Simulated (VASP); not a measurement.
# CdF2 (P-3m1) in VASP: further runs

The runs below take CdF2 through single point, with r2SCAN.

Program: VASP 6.6.1. These are calculated values, not measurements. Logs are shortened: lines on timing, memory, paths and dates and some standing lists are left out, and cuts for length are marked.

### 1 The cell of the first run

The structure is trigonal, space group P-3m1 (No. 164). The conventional cell has a = 3.477 Å, b = 3.477 Å, c = 3.112 Å, α = 90.00°, β = 90.00°, γ = 120.00°. Within 3.2 Å of Cd (site symmetry -3m) lie 12 F at 2.19 to 3.00 Å and 2 Cd at 3.11 Å. Within 3.2 Å of F (site symmetry 3m) lie 6 Cd at 2.19 to 3.00 Å and 8 F at 2.42 to 3.11 Å.

### 2 Single point, r2SCAN

The input, POSCAR:

```
CdF2
1.0
    3.4766877145      0.0000000000      0.0000000000
   -1.7383438572      3.0108998818      0.0000000000
    0.0000000000      0.0000000000      3.1118987092
Cd F
1 2
Direct
    0.0000000000      0.0000000000      0.0000000000
    0.3333333333      0.6666666667      0.2815229571
    0.6666666667      0.3333333333      0.7184770429
```

The input, INCAR.step1:

```
SYSTEM = CdF2
  PREC = Accurate
  ENCUT = 770
  ISMEAR = 0
  SIGMA = 0.01
  LREAL = .FALSE.
  LASPH = .TRUE.
  NELM = 120
  NBANDS = 24
  GGA = PE
  ALGO = Normal
  EDIFF = 1E-5
  LWAVE = .TRUE.
  LCHARG = .FALSE.
  GGA_COMPAT = .FALSE.
```

The input, INCAR.step2:

```
SYSTEM = CdF2
  PREC = Accurate
  ENCUT = 770
  EDIFF = 1E-6
  ISMEAR = 0
  SIGMA = 0.01
  LREAL = .FALSE.
  LASPH = .TRUE.
  NELM = 120
  ALGO = Normal
  ISIF = 2
  LWAVE = .FALSE.
  LCHARG = .FALSE.
  METAGGA = R2SCAN
  LMIXTAU = .TRUE.
  NBANDS = 24
  ISTART = 1
  GGA_COMPAT = .FALSE.
```

The input, KPOINTS:

```
regular mesh
0
G
  5 5 3
  0 0 0
```

Potentials or basis: VASP PAW PBE potentials, release 64 (Cd_sv_GW, F).

Launch:

```
$ cat potpaw_PBE.64/Cd_sv_GW/POTCAR potpaw_PBE.64/F/POTCAR > POTCAR
$ cp INCAR.step1 INCAR
$ mpirun -np 1 vasp_std > vasp.out
$ cp INCAR.step2 INCAR
$ mpirun -np 1 vasp_std > vasp.out
```

OUTCAR:

```text
SYSTEM = CdF2
   PREC = Accurate
   ENCUT = 770
   EDIFF = 1E-6
   ISMEAR = 0
   LREAL = .FALSE.
   LASPH = .TRUE.
   NELM = 120
   ISIF = 2
   METAGGA = R2SCAN
   ISTART = 1

 ion  position               nearest neighbor table
   1  0.000  0.000  0.000-   2 2.19   3 2.19   2 2.19   3 2.19   3 2.19   2 2.19
   2  0.333  0.667  0.282-   1 2.19   1 2.19   1 2.19
   3  0.667  0.333  0.718-   1 2.19   1 2.19   1 2.19

  LATTYP: Found a hexagonal cell.
 ALAT       =     3.4766877145
 C/A-ratio  =     0.8950757056

  Lattice vectors:

 A1 = (   3.4766877145,   0.0000000000,   0.0000000000)
 A2 = (  -1.7383438572,   3.0108998818,   0.0000000000)
 A3 = (   0.0000000000,   0.0000000000,   3.1118987092)

Analysis of symmetry for initial positions (statically):
=====================================================================
 Subroutine PRICEL returns:
 Original cell was already a primitive cell.

 Routine SETGRP: Setting up the symmetry group for a
 hexagonal supercell.

 Subroutine GETGRP returns: Found 12 space group operations
 (whereof 12 operations were pure point group operations)
 out of a pool of 24 trial point group operations.

The static configuration has the point symmetry D_3d.

Analysis of symmetry for dynamics (positions and initial velocities):
=====================================================================
 Subroutine PRICEL returns:
 Original cell was already a primitive cell.

 Routine SETGRP: Setting up the symmetry group for a
 hexagonal supercell.

 Subroutine GETGRP returns: Found 12 space group operations
 (whereof 12 operations were pure point group operations)
 out of a pool of 24 trial point group operations.

The dynamic configuration has the point symmetry D_3d.

 Subroutine INISYM returns: Found 12 space group operations
 (whereof 12 operations are pure point group operations),
 and found     1 'primitive' translations

----------------------------------------------------------------------------------------

                                     Primitive cell

  volume of cell :      32.5752

  direct lattice vectors                    reciprocal lattice vectors
     3.476687715  0.000000000  0.000000000     0.287630090  0.166063310  0.000000000
    -1.738343857  3.010899882  0.000000000     0.000000000  0.332126620  0.000000000
     0.000000000  0.000000000  3.111898709     0.000000000  0.000000000  0.321347220

  length of vectors
     3.476687715  3.476687714  3.111898709     0.332126620  0.332126620  0.321347220

  position of ions in fractional coordinates (direct lattice)
     0.000000000  0.000000000  0.000000000
     0.333333333  0.666666667  0.281522957
     0.666666667  0.333333333  0.718477043

  ion indices of the primitive-cell ions
   primitive index   ion index
                 1           1
                 2           2
                 3           3

----------------------------------------------------------------------------------------

 KPOINTS: regular mesh

Automatic generation of k-mesh.
 Grid dimensions read from file:
 generate k-points for:    5    5    3

 Generating k-lattice:

  Cartesian coordinates                     Fractional coordinates (reciprocal lattice)
     0.057526018  0.033212662  0.000000000     0.200000000  0.000000000  0.000000000
     0.000000000  0.066425324  0.000000000     0.000000000  0.200000000  0.000000000
     0.000000000  0.000000000  0.107115740     0.000000000  0.000000000  0.333333333

  Length of vectors
     0.066425324  0.066425324  0.107115740

  Shift w.r.t. Gamma in fractional coordinates (k-lattice)
     0.000000000  0.000000000  0.000000000

 Subroutine IBZKPT returns following result:
 ===========================================

 Found     12 irreducible k-points:

 Following reciprocal coordinates:
            Coordinates               Weight
  0.000000  0.000000  0.000000      1.000000
  0.200000 -0.000000  0.000000      6.000000
  0.400000 -0.000000  0.000000      6.000000
  0.200000  0.200000  0.000000      6.000000
  0.400000  0.200000  0.000000      6.000000
  0.000000  0.000000  0.333333      2.000000
  0.200000 -0.000000  0.333333      6.000000
  0.000000  0.200000  0.333333      6.000000
  0.400000 -0.000000  0.333333      6.000000
  0.000000  0.400000  0.333333      6.000000
  0.200000  0.200000  0.333333     12.000000
  0.400000  0.200000  0.333333     12.000000
   k-points           NKPTS =     12   k-points in BZ     NKDIM =     12   number of bands    NBANDS=     24
   number of dos      NEDOS =    301   number of ions     NIONS =      3
   total plane-waves  NPLWV =  28672
   dimension x,y,z NGX =    32 NGY =   32 NGZ =   28
   dimension x,y,z NGXF=    64 NGYF=   64 NGZF=   56
   ions per type =               1   2
   NGX,Y,Z   is equivalent  to a cutoff of  15.30, 15.30, 14.96 a.u.
   NGXF,Y,Z  is equivalent  to a cutoff of  30.60, 30.60, 29.92 a.u.
 SYSTEM =  CdF2
   PREC   = accura    normal or accurate (medium, high low for compatibility)
   ISTART =      1    job   : 0-new  1-cont  2-samecut
   ICHARG =      0    charge: 1-file 2-atom 10-const
   ISPIN  =      1    spin polarized calculation?
   LNONCOLLINEAR =      F non collinear calculations
   LSORBIT =      F    spin-orbit coupling
   LASPH  =      T    aspherical Exc in radial PAW
   ENCUT  =  770.0 eV  56.59 Ry    7.52 a.u.   7.87  7.87  7.04*2*pi/ulx,y,z
   NELM   =    120;   NELMIN=  2; NELMDL=  0     # of ELM steps
   EDIFF  = 0.1E-05   stopping-criterion for ELM
   LREAL  =      F    real-space projection
   EDIFFG = 0.1E-04   stopping-criterion for IOM
   NSW    =      0    number of steps for IOM
   IBRION =     -1    ionic relax: 0-MD 1-quasi-New 2-CG
   NFREE  =      0    steps in history (QN), initial steepest desc. (CG)
   ISIF   =      2    stress and relaxation
   ISYM   =      2    0-nonsym 1-usesym 2-fastsym
   POTIM  = 0.5000    time-step for ionic-motion
   TEBEG  =    0.0;   TEEND  =   0.0 temperature during run
   PSTRESS=    0.0 pullay stress
   NELECT =      34.0000    total number of electrons
   NUPDOWN=      -1.0000    fix difference up-down
   EMIN   =  10.00;   EMAX   =-10.00  energy-range for DOS
   EFERMI =   0.00;   METHOD = LEGACY
   ISMEAR =     0;   SIGMA  =   0.01  broadening in eV -4-tet -1-fermi 0-gaus
   EFERMI_NEDOS =   21; number of points for ismear=-14 and -15
   IALGO  =     38    algorithm
   IMIX   =      4    mixing-type and parameters
     AMIX     =   0.40;   BMIX     =  1.00
     AMIX_MAG =   1.60;   BMIX_MAG =  1.00
  volume/ion in A,a.u.               =      10.86        73.28
  Fermi-wavevector in a.u.,A,eV,Ry     =   1.660627  3.138129 37.520523  2.757681
  Thomas-Fermi vector in A             =   2.747830
   LORBIT       =      0    0 simple, 1 ext, 2 COOP (PROOUT), +10 PAW based schemes
   METAGGA = R2SCAN    functional components
   LHFCALC =     F    Hartree Fock is set to
   AEXX    =    0.0000 exact exchange contribution
   IVDW    =     0    specifies the selected vdW correction
   LEPSILON=     F    determine dielectric tensor
   LRPA    =     F    only Hartree local field effects (RPA)
 non-spin polarized calculation
 Gauss-broadening in eV      SIGMA  =   0.01
  energy-cutoff  :      770.00
  volume of cell :       32.58
 maximum number of plane-waves:      1592
 NGX is ok and might be reduce to    32
   NGX = 15   NGY = 15   NGZ = 15

 number of electron      33.9999998 magnetization

 Free energy of the ion-electron system (eV)
  ---------------------------------------------------
  ext. energy  EPLUGINS =         0.00000000
  ---------------------------------------------------
  free energy    TOTEN  =       -32.97186266 eV

  energy without entropy =      -32.97186266  energy(sigma->0) =      -32.97186266

 E-fermi :   2.6135     XC(G=0): -12.4890

 val. band max:        2.2885561230   @ k =   0.4000  -0.0000   0.0000
 cond. band min:       5.6071656644   @ k =   0.0000   0.0000   0.0000
 fundamental gap:      3.3186095414
 Fermi energy:         2.6134734455

 k-point     1 :       0.0000    0.0000    0.0000
  band No.  band energies     occupation
      1     -99.3380      2.00000
      2     -59.6564      2.00000
      3     -59.4806      2.00000
      4     -59.4806      2.00000
      5     -20.7237      2.00000
      6     -19.0904      2.00000
[... 16 lines left out ...]
     23      25.5927      0.00000
     24      25.5927      0.00000

 k-point     2 :       0.2000   -0.0000    0.0000
  band No.  band energies     occupation
      1     -99.3379      2.00000
      2     -59.6561      2.00000
      3     -59.4833      2.00000
      4     -59.4812      2.00000
      5     -20.5535      2.00000
      6     -19.2463      2.00000
[... 16 lines left out ...]
     23      24.1566      0.00000
     24      25.4287      0.00000

 k-point     3 :       0.4000   -0.0000    0.0000
  band No.  band energies     occupation
      1     -99.3378      2.00000
      2     -59.6557      2.00000
      3     -59.4877      2.00000
      4     -59.4823      2.00000
      5     -20.1762      2.00000
      6     -19.5874      2.00000
[... 16 lines left out ...]
     23      24.4558      0.00000
     24      24.7068      0.00000

 k-point     4 :       0.2000    0.2000    0.0000
  band No.  band energies     occupation
      1     -99.3378      2.00000
      2     -59.6558      2.00000
      3     -59.4861      2.00000
      4     -59.4828      2.00000
      5     -20.2789      2.00000
      6     -19.4906      2.00000
[... 16 lines left out ...]
     23      23.4351      0.00000
     24      25.2678      0.00000

 k-point     5 :       0.4000    0.2000    0.0000
  band No.  band energies     occupation
      1     -99.3377      2.00000
      2     -59.6555      2.00000
      3     -59.4876      2.00000
      4     -59.4842      2.00000
      5     -19.9917      2.00000
      6     -19.7517      2.00000
[... 127 lines left out ...]
 k-point    10 :       0.0000    0.4000    0.3333
  band No.  band energies     occupation
      1     -99.3370      2.00000
      2     -59.6708      2.00000
      3     -59.4865      2.00000
      4     -59.4812      2.00000
      5     -20.0195      2.00000
      6     -19.5914      2.00000
[... 16 lines left out ...]
     23      23.2142      0.00000
     24      24.7824      0.00000

 k-point    11 :       0.2000    0.2000    0.3333
  band No.  band energies     occupation
      1     -99.3370      2.00000
      2     -59.6709      2.00000
      3     -59.4850      2.00000
      4     -59.4817      2.00000
      5     -20.0374      2.00000
      6     -19.5909      2.00000
[... 16 lines left out ...]
     23      22.7764      0.00000
     24      26.6966      0.00000

 k-point    12 :       0.4000    0.2000    0.3333
  band No.  band energies     occupation
      1     -99.3370      2.00000
      2     -59.6707      2.00000
      3     -59.4863      2.00000
      4     -59.4830      2.00000
      5     -19.8833      2.00000
      6     -19.7103      2.00000
[... 16 lines left out ...]
     23      22.2188      0.00000
     24      26.3365      0.00000

------------------------ aborting loop because EDIFF is reached ----------------------------------------

  FORCE on cell =-STRESS in cart. coord.  units (eV):
  Direction    XX          YY          ZZ          XY          YZ          ZX
  --------------------------------------------------------------------------------------
  -------------------------------------------------------------------------------------
  Total        3.9873663      3.9873663      3.9563163      0.0000000      0.0000000      0.0000000
  in kB      196.1143002    196.1143002    194.5871393      0.0000000      0.0000000      0.0000000
  external PRESSURE =     195.6052466 kB  Pullay stress =       0.0000000 kB

 VOLUME and BASIS-vectors are now :
 -----------------------------------------------------------------------------
  energy-cutoff  :      770.00
  volume of cell :       32.58
      direct lattice vectors                 reciprocal lattice vectors
     3.476687715  0.000000000  0.000000000     0.287630090  0.166063310  0.000000000
    -1.738343857  3.010899882  0.000000000     0.000000000  0.332126620  0.000000000
     0.000000000  0.000000000  3.111898709     0.000000000  0.000000000  0.321347220

 POSITION                                       TOTAL-FORCE (eV/Angst)
 -----------------------------------------------------------------------------------
      0.00000      0.00000      0.00000         0.000000      0.000000      0.000000
     -0.00000      2.00727      0.87607         0.000000      0.000000     -0.002726
      1.73834      1.00363      2.23583        -0.000000     -0.000000      0.002726
 -----------------------------------------------------------------------------------
    total drift:                                0.000000      0.000000     -0.000000

  FREE ENERGIE OF THE ION-ELECTRON SYSTEM (eV)
  ---------------------------------------------------
  free  energy   TOTEN  =       -32.9718626629 eV

  energy  without entropy=      -32.9718626629  energy(sigma->0) =      -32.97186266
```

It took 43 s on 1 thread of Intel Xeon Platinum 8488C (Sapphire Rapids), shared host; peak memory 0.19 GiB.

Results:

```yaml
Free_energy: -32.9719 eV
Pressure: 19.6 GPa
Band_gap_on_the_k_mesh: 3.32 eV (least direct gap 4.11 eV)
```

Forces on the atoms (eV/Å):
```
Cd   0.000  0.000  0.000
F    0.000  0.000 -0.003
F    0.000  0.000  0.003
```

Caveat: the k points lie up to 0.67 Å⁻¹ apart; the PAW data sets were made with another functional, which shifts forces and pressure a little. A k mesh can miss the band edges.

### 3 Single point, r2SCAN

This run uses another cell than the first one, of 12.82 Å³/atom.

The input, POSCAR:

```
CdF2
1.0
    3.4950677846      0.0000000000      0.0000000000
   -1.7475338923      3.0268174895      0.0000000000
    0.0000000000      0.0000000000      3.6346856758
Cd F
1 2
Direct
    0.0000000000      0.0000000000      0.0000000000
    0.3333333333      0.6666666667      0.2601771491
    0.6666666667      0.3333333333      0.7398228509
```

The input, INCAR.step1:

```
SYSTEM = CdF2
  ALGO = Normal
  EDIFF = 1E-5
  ENCUT = 770
  GGA = PE
  GGA_COMPAT = .FALSE.
  ISMEAR = 0
  LASPH = .TRUE.
  LCHARG = .FALSE.
  LREAL = .FALSE.
  LWAVE = .TRUE.
  NBANDS = 24
  NELM = 120
  PREC = Accurate
  SIGMA = 0.01
```

The input, INCAR.step2:

```
SYSTEM = CdF2
  ALGO = Normal
  EDIFF = 1E-6
  ENCUT = 770
  GGA_COMPAT = .FALSE.
  ISIF = 2
  ISMEAR = 0
  ISTART = 1
  LASPH = .TRUE.
  LCHARG = .TRUE.
  LELF = .TRUE.
  LMIXTAU = .TRUE.
  LREAL = .FALSE.
  LVHAR = .TRUE.
  LWAVE = .FALSE.
  METAGGA = R2SCAN
  NBANDS = 24
  NELM = 120
  PREC = Accurate
  SIGMA = 0.01
```

The input, KPOINTS:

```
k-points
0
G
  5 5 3
  0 0 0
```

Potentials or basis: VASP PAW PBE potentials, release 64 (Cd_sv_GW, F).

Launch:

```
$ cat potpaw_PBE.64/Cd_sv_GW/POTCAR potpaw_PBE.64/F/POTCAR > POTCAR
$ cp INCAR.step1 INCAR
$ mpirun -np 1 vasp_std > vasp.out
$ cp INCAR.step2 INCAR
$ mpirun -np 1 vasp_std > vasp.out
```

OUTCAR:

```text
SYSTEM = CdF2
   EDIFF = 1E-6
   ENCUT = 770
   ISIF = 2
   ISMEAR = 0
   ISTART = 1
   LASPH = .TRUE.
   LREAL = .FALSE.
   METAGGA = R2SCAN
   NELM = 120
   PREC = Accurate

 ion  position               nearest neighbor table
   1  0.000  0.000  0.000-   2 2.23   3 2.23   3 2.23   2 2.23   3 2.23   2 2.23
   2  0.333  0.667  0.260-   1 2.23   1 2.23   1 2.23
   3  0.667  0.333  0.740-   1 2.23   1 2.23   1 2.23

  LATTYP: Found a hexagonal cell.
 ALAT       =     3.4950677846
 C/A-ratio  =     1.0399471197
[... 503 lines left out ...]

  FORCE on cell =-STRESS in cart. coord.  units (eV):
  Direction    XX          YY          ZZ          XY          YZ          ZX
  --------------------------------------------------------------------------------------
  -------------------------------------------------------------------------------------
  Total        1.1286552      1.1286552      1.0827413      0.0000000     -0.0000000      0.0000000
  in kB       47.0287198     47.0287198     45.1155842      0.0000000     -0.0000000      0.0000000
  external PRESSURE =      46.3910079 kB  Pullay stress =       0.0000000 kB

 VOLUME and BASIS-vectors are now :
 -----------------------------------------------------------------------------
  energy-cutoff  :      770.00
  volume of cell :       38.45
      direct lattice vectors                 reciprocal lattice vectors
     3.495067785  0.000000000  0.000000000     0.286117484  0.165190006  0.000000000
    -1.747533892  3.026817489  0.000000000     0.000000000  0.330380012  0.000000000
     0.000000000  0.000000000  3.634685676     0.000000000  0.000000000  0.275126954

 POSITION                                       TOTAL-FORCE (eV/Angst)
 -----------------------------------------------------------------------------------
      0.00000      0.00000      0.00000        -0.000000      0.000000      0.000000
     -0.00000      2.01788      0.94566         0.000000     -0.000000     -0.002198
      1.74753      1.00894      2.68902        -0.000000      0.000000      0.002198
 -----------------------------------------------------------------------------------
    total drift:                               -0.000000      0.000000     -0.000000

  FREE ENERGIE OF THE ION-ELECTRON SYSTEM (eV)
  ---------------------------------------------------
  free  energy   TOTEN  =       -33.3841084448 eV

  energy  without entropy=      -33.3841084448  energy(sigma->0) =      -33.38410844
```

OSZICAR.step1:

```text
N       E                     dE             d eps       ncg     rms          rms(c)
DAV:   1     0.711754619080E+03    0.71175E+03   -0.24072E+04   576   0.250E+03
DAV:   2     0.561906333995E+02   -0.65556E+03   -0.59499E+03   576   0.737E+02
DAV:   3    -0.975668891226E+01   -0.65947E+02   -0.64977E+02   848   0.263E+02
DAV:   4    -0.121883348302E+02   -0.24316E+01   -0.24302E+01   648   0.553E+01
DAV:   5    -0.123325891583E+02   -0.14425E+00   -0.14424E+00   888   0.128E+01    0.141E+01
DAV:   6    -0.105735369122E+02    0.17591E+01   -0.38371E+00   856   0.508E+01    0.119E+01
DAV:   7    -0.105712217766E+02    0.23151E-02   -0.49621E-01   616   0.730E+00    0.793E+00
DAV:   8    -0.105621130423E+02    0.91087E-02   -0.17254E-01   784   0.665E+00    0.164E+00
DAV:   9    -0.105509637332E+02    0.11149E-01   -0.37025E-02   848   0.438E+00    0.163E-01
DAV:  10    -0.105511829750E+02   -0.21924E-03   -0.23357E-03   656   0.530E-01    0.168E-01
DAV:  11    -0.105512254639E+02   -0.42489E-04   -0.19013E-04   920   0.358E-01    0.303E-02
DAV:  12    -0.105512292890E+02   -0.38251E-05   -0.17768E-05   584   0.441E-02
   1 F= -.10551229E+02 E0= -.10551229E+02  d E =-.444682E-14
```

It took 59 s on 1 thread of Intel Xeon Platinum 8488C (Sapphire Rapids), shared host; peak memory 0.2 GiB.

What came out:

```yaml
Free_energy: -33.3841 eV
Pressure: 4.6 GPa
Band_gap_on_the_k_mesh: 3.50 eV (least direct gap 3.91 eV)
```

Forces on the atoms (eV/Å):
```
Cd   0.000  0.000  0.000
F    0.000  0.000 -0.002
F    0.000  0.000  0.002
```

Caveat: the k points lie up to 0.58 Å⁻¹ apart; the PAW data sets were made with another functional, which shifts forces and pressure a little. A k mesh can miss the band edges.
